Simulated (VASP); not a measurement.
# Ca (Cmce) in VASP: electric field gradients with PBE

Aim: the electric field gradients of Ca with PBE.

Everything below comes from runs of VASP 6.6.1. Logs are shortened: lines on timing, memory, paths and dates and some standing lists are left out, and cuts for length are marked.

## Step 1: The cell of the first run

Symmetry: Cmce, No. 64, orthorhombic system. Conventional cell: a = 6.926 Å, b = 7.339 Å, c = 7.009 Å, α = 90.00°, β = 90.00°, γ = 90.00°. Within 4.7 Å of Ca (site symmetry m) lie 9 Ca at 3.54 to 4.61 Å.

## Step 2: Electric field gradients, PBE

Contents of INCAR:

```
PREC = Accurate
ENCUT = 520
EDIFF = 1E-8
ISMEAR = -1
SIGMA = 0.03
LREAL = F
LASPH = T
NELM = 100
ALGO = Normal
ISIF = 2
LWAVE = F
LCHARG = F
GGA = PE
LEFG = T
NBANDS = 28
```

Contents of KPOINTS:

```
regular mesh
0
Gamma
  7 7 5
```

Contents of POSCAR:

```
Ca
1.0
    3.4629657000     -3.6694915100      0.0000000000
    3.4629657000      3.6694915100      0.0000000000
    0.0000000000      0.0000000000      7.0091196500
Ca
4
Direct
    0.1617894600      0.8382105400      0.1965141100
    0.8382105400      0.1617894600      0.8034858900
    0.3382105400      0.6617894600      0.6965141100
    0.6617894600      0.3382105400      0.3034858900
```

Potentials or basis: VASP PAW PBE potentials, release 64 (Ca_sv).

Started as:

```console
> cat potpaw_PBE.64/Ca_sv/POTCAR > POTCAR
> mpirun -np 1 vasp_std > vasp.out
```

OUTCAR:

```text
PREC = Accurate
   ENCUT = 520
   EDIFF = 1E-8
   ISMEAR = -1
   LREAL = F
   LASPH = T
   NELM = 100
   ISIF = 2
   GGA = PE

 ion  position               nearest neighbor table
   1  0.162  0.838  0.197-
   2  0.838  0.162  0.803-
   3  0.338  0.662  0.697-
   4  0.662  0.338  0.303-

  LATTYP: Found a base centered orthorhombic cell.
 ALAT       =     6.9259314000
 B/A-ratio  =     1.0596384221
 C/A-ratio  =     1.0120111282

  Lattice vectors:

 A1 = (   3.4629657000,  -3.6694915100,   0.0000000000)
 A2 = (   3.4629657000,   3.6694915100,   0.0000000000)
 A3 = (   0.0000000000,   0.0000000000,   7.0091196500)

Analysis of symmetry for initial positions (statically):
=====================================================================
 Subroutine PRICEL returns:
 Original cell was already a primitive cell.

 Routine SETGRP: Setting up the symmetry group for a
 base centered orthorhombic supercell.

 Subroutine GETGRP returns: Found  8 space group operations
 (whereof  4 operations were pure point group operations)
 out of a pool of  8 trial point group operations.

The static configuration has the point symmetry C_2h.
 The point group associated with its full space group is D_2h.

Analysis of symmetry for dynamics (positions and initial velocities):
=====================================================================
 Subroutine PRICEL returns:
 Original cell was already a primitive cell.

 Routine SETGRP: Setting up the symmetry group for a
 base centered orthorhombic supercell.

 Subroutine GETGRP returns: Found  8 space group operations
 (whereof  4 operations were pure point group operations)
 out of a pool of  8 trial point group operations.

The dynamic configuration has the point symmetry C_2h.
 The point group associated with its full space group is D_2h.

 Subroutine INISYM returns: Found  8 space group operations
 (whereof  4 operations are pure point group operations),
 and found     1 'primitive' translations

----------------------------------------------------------------------------------------

                                     Primitive cell
[... 131 lines left out ...]
   NGX = 19   NGY = 19   NGZ = 27

 number of electron      39.9999993 magnetization

 Free energy of the ion-electron system (eV)
  ---------------------------------------------------
  ext. energy  EPLUGINS =         0.00000000
  ---------------------------------------------------
  free energy    TOTEN  =        -6.63718158 eV

  energy without entropy =       -6.62083857  energy(sigma->0) =       -6.62901008

 E-fermi :   1.6819     XC(G=0):  -7.5522

 val. band max:        1.6787994852   @ k =  -0.4286   0.4286   0.0000
 cond. band min:       1.6961558326   @ k =   0.4286   0.2857   0.4000
 fundamental gap:      0.0173563473
 Fermi energy:         1.6818741536

 k-point     1 :       0.0000    0.0000    0.0000
  band No.  band energies     occupation
      1     -40.5203      2.00000
      2     -40.5060      2.00000
      3     -40.4905      2.00000
      4     -40.4885      2.00000
      5     -21.5866      2.00000
      6     -21.5777      2.00000
[... 733 lines left out ...]
     27       3.5521      0.00000
     28       3.8624      0.00000

 [... further k-points ...]
[... 5 lines left out ...]
  --------------------------------------------------------------------------------------
  -------------------------------------------------------------------------------------
  Total       -0.0564032     -0.3308635     -0.2171108      0.0000000      0.0000000      0.0000000
  in kB       -0.5073019     -2.9758558     -1.9527403      0.0000000      0.0000000      0.0000000
  external PRESSURE =      -1.8119660 kB  Pullay stress =       0.0000000 kB

 VOLUME and BASIS-vectors are now :
 -----------------------------------------------------------------------------
  energy-cutoff  :      520.00
  volume of cell :      178.13
      direct lattice vectors                 reciprocal lattice vectors
     3.462965700 -3.669491510  0.000000000     0.144384913 -0.136258661  0.000000000
     3.462965700  3.669491510  0.000000000     0.144384913  0.136258661  0.000000000
     0.000000000  0.000000000  7.009119650     0.000000000  0.000000000  0.142671270

 POSITION                                       TOTAL-FORCE (eV/Angst)
 -----------------------------------------------------------------------------------
      3.46297      2.48212      1.37739         0.000000     -0.027725     -0.021114
      3.46297     -2.48212      5.63173         0.000000      0.027725      0.021114
      3.46297      1.18737      4.88195         0.000000      0.027725     -0.021114
      3.46297     -1.18737      2.12717         0.000000     -0.027725      0.021114
 -----------------------------------------------------------------------------------
    total drift:                               -0.000000     -0.000000     -0.000000

  FREE ENERGIE OF THE ION-ELECTRON SYSTEM (eV)
  ---------------------------------------------------
  free  energy   TOTEN  =        -6.6371815830 eV

  energy  without entropy=       -6.6208385741  energy(sigma->0) =       -6.62901008

 Electric field gradients (V/A^2)
---------------------------------------------------------------------
 ion       V_xx      V_yy      V_zz      V_xy      V_xz      V_yz
---------------------------------------------------------------------
   1       1.239    -3.311     2.072     0.000    -0.000    -0.002
   2       1.239    -3.311     2.072    -0.000    -0.000    -0.002
   3       1.239    -3.311     2.072    -0.000     0.000     0.002
   4       1.239    -3.311     2.072    -0.000     0.000     0.002
---------------------------------------------------------------------

 Electric field gradients after diagonalization (V/A^2)
 (convention: |V_zz| > |V_xx| > |V_yy|)
----------------------------------------------------------------------
 ion       V_xx      V_yy      V_zz     asymmetry (V_yy - V_xx)/ V_zz
----------------------------------------------------------------------
   1       2.072     1.239    -3.311       0.251
   2       2.072     1.239    -3.311       0.251
   3       2.072     1.239    -3.311       0.251
   4       2.072     1.239    -3.311       0.251
----------------------------------------------------------------------

           NMR quadrupolar parameters

 Cq : quadrupolar parameter    Cq=e*Q*V_zz/h
 eta: asymmetry parameters     (V_yy - V_xx)/ V_zz
 Q  : nuclear electric quadrupole moment in mb (millibarn)
----------------------------------------------------------------------
 ion       Cq(MHz)       eta       Q (mb)
----------------------------------------------------------------------
   1      -0.008       0.251       1.000
   2      -0.008       0.251       1.000
   3      -0.008       0.251       1.000
   4      -0.008       0.251       1.000
----------------------------------------------------------------------
```

Run time: 2.8 min. Hardware: 1 thread of AMD EPYC 9R14 (Zen 4), shared host; peak memory 0.33 GiB.

What came out:

```
Free energy            : -6.6372 eV
Pressure               : -0.2 GPa
Largest force          : 0.035 eV/Å
Band gap on the k mesh : zero (band 20 reaches 1.80 eV, above the bottom of band 21 at 1.46 eV)
```

Forces on the atoms (eV/Å):
```
Ca   0.000 -0.028 -0.021
Ca   0.000  0.028  0.021
Ca   0.000  0.028 -0.021
Ca   0.000 -0.028  0.021
```

Stress tensor (GPa, compression positive):
```
-0.05  0.00  0.00
 0.00 -0.30  0.00
 0.00  0.00 -0.20
```

Electric field gradients, principal values (V/Å²):
```
atom  least  middle  greatest (by size)
1 Ca  1.239   2.072              -3.311
2 Ca  1.239   2.072              -3.311
3 Ca  1.239   2.072              -3.311
4 Ca  1.239   2.072              -3.311
```

Caveat: without QUAD_EFG the Cq values of the log hold for a quadrupole moment of 1 mb, not for the nuclei.
